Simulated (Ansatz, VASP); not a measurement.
TiAl in VASP and in Ansatz

File INCAR:

```
SYSTEM = TiAl
  PREC = Accurate
  ENCUT = 520
  EDIFF = 1E-6
  ISMEAR = 0
  SIGMA = 0.15
  LREAL = .FALSE.
  LASPH = .TRUE.
  NELM = 80
  ALGO = Fast
  ISIF = 2
  LWAVE = .FALSE.
  LCHARG = .FALSE.
  GGA = PS
  NBANDS = 14
```

KPOINTS

```
Automatic mesh
0
G
  16 16 16
  0 0 0
```

Contents of POSCAR:

```
TiAl
1.0
    3.0560896142      0.0000000000      0.0000000000
    0.0000000000      3.0560896142      0.0000000000
    0.0000000000      0.0000000000      3.2761280664
Ti Al
1 1
Direct
    0.0000000000      0.0000000000      0.0000000000
    0.5000000000      0.5000000000      0.5000000000
```

Input for Ansatz:

```yaml
crystal:
  lattice:
    - [3.0560896142, 0.0, 0.0]
    - [0.0, 3.0560896142, 0.0]
    - [0.0, 0.0, 3.2761280664]
  atoms:
    - { symbol: Ti, position: [0.0, 0.0, 0.0] }
    - { symbol: Al, position: [0.5, 0.5, 0.5] }
basis:
  ecutwfc: 520.0
kpoints:
  mp_grid: { grid: [16, 16, 16] }
hamiltonian:
  xc: pbesol
  pseudopotentials: { kind: paw, azcp: { folder: soft_1 } }
scf:
  occupations: { method: gaussian, width: 0.15 }
output:
  forces: true
  stress: true
  eigenvalues: true
```

Alike in both runs: task single point; functional PBEsol; k mesh 16 × 16 × 16; occupations gaussian, width 0.15 eV; no spin polarisation.

|  | VASP | Ansatz |
| --- | --- | --- |
| version | VASP 6.6.1 | Ansatz 0.2.0 |
| potentials or method | VASP PAW PBE potentials, release 64 (Ti_sv, Al), cutoff 520 eV | scalar-relativistic, plane waves, PAW |
| valence electrons in the cell | 15 | 15 |

Ansatz gave:

| Item | Value |
| --- | --- |
| gap on the k mesh at the Fermi level (eV) | none |
| pressure (GPa) | 3.5 |
| traceless stress, the component that is largest in VASP (GPa) | 3.66 |

Task: What did VASP give for the same quantities?

Result: gap on the k mesh at the Fermi level (eV): none; pressure (GPa): 3.6; traceless stress, the component that is largest in VASP (GPa): 3.65.

VASP's potentials were made for PBE, not for PBEsol, and Ansatz warns of the same on its side. A gap of «none» marks a metal or a gap that the smearing closes. With one functional, cell and mesh, what is left measures potentials, basis and numerics.
